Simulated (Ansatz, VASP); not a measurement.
Two plane-wave programs on Mo

INCAR

```
PREC     = Accurate       # precision mode
ENCUT    = 520            # plane-wave cutoff, eV
EDIFF    = 1E-6           # SCF threshold, eV
ISMEAR   = -1             # smearing method
SIGMA    = 0.08           # smearing width, eV
LREAL    = False          # projectors in reciprocal space
LASPH    = True           # aspherical terms in the spheres
NELM     = 150            # most SCF steps
ALGO     = Normal         # electronic algorithm
ISIF     = 2              # what is computed and relaxed
LWAVE    = False          # write WAVECAR
LCHARG   = False          # write CHGCAR
LMAXMIX  = 4              # l up to which the mixer works
LDAU     = True           # DFT+U
LDAUTYPE = 2            
LDAUL    = 2              # shell
LDAUU    = 6              # U, eV
LDAUJ    = 0            
LDAUPRINT= 1            
GGA      = PE             # functional
NBANDS   = 13             # bands
```

Contents of KPOINTS:

```
regular mesh
0
Gamma
  18 18 16
```

POSCAR

```
Mo
1.0
    2.7721062516      0.0000000000      0.0000000000
   -1.3860531258      2.4007144359      0.0000000000
    0.0000000000      0.0000000000      2.5241163050
Mo
1
Direct
    0.0000000000      0.0000000000      0.0000000000
```

Input for Ansatz:

```yaml
crystal:
  lattice:
    - [2.7721062516, 0.0, 0.0]
    - [-1.3860531258, 2.4007144359, 0.0]
    - [0.0, 0.0, 2.524116305]
  atoms:
    - { symbol: Mo, position: [0.0, 0.0, 0.0] }
kpoints:
  mp_grid: { grid: [18, 18, 16] }
scf:
  occupations: { method: fermi_dirac, width: 0.08 }
hamiltonian:
  xc: pbe
  pseudopotentials: { kind: nc }
  hubbard: { sites: [{ species: Mo, l: d, u_eff: 6.0 }], double_counting: fll }
output:
  forces: true
  stress: true
  eigenvalues: true
```

Alike in both runs: task single point; functional PBE; k mesh 18 × 18 × 16; occupations fermi-dirac, width 0.08 eV; no spin polarisation; Hubbard terms Mo d U = 6.0 eV.

|  | VASP | Ansatz |
| --- | --- | --- |
| version | VASP 6.6.1 | Ansatz 0.2.0 |
| potentials or method | VASP PAW PBE potentials, release 64 (Mo_sv) | scalar-relativistic |
| plane-wave cutoff (eV) | 520 | 1088 |
| valence electrons in the cell | 14 | 14 |

|  | VASP | Ansatz | Ansatz less VASP |
| --- | --- | --- | --- |
| gap on the k mesh at the Fermi level (eV) | none | none | - |
| pressure (GPa) | 14.2 | 9.9 | -4.25 |
| traceless stress, the component that is largest in VASP (GPa) | 21.62 | 27.32 | +5.706 |

The programs project onto different local orbitals, so the same U acts differently, and such runs can settle in different states. A gap of «none» marks a metal or a gap that the smearing closes. Ansatz's warnings: filled band counts differ across k points.
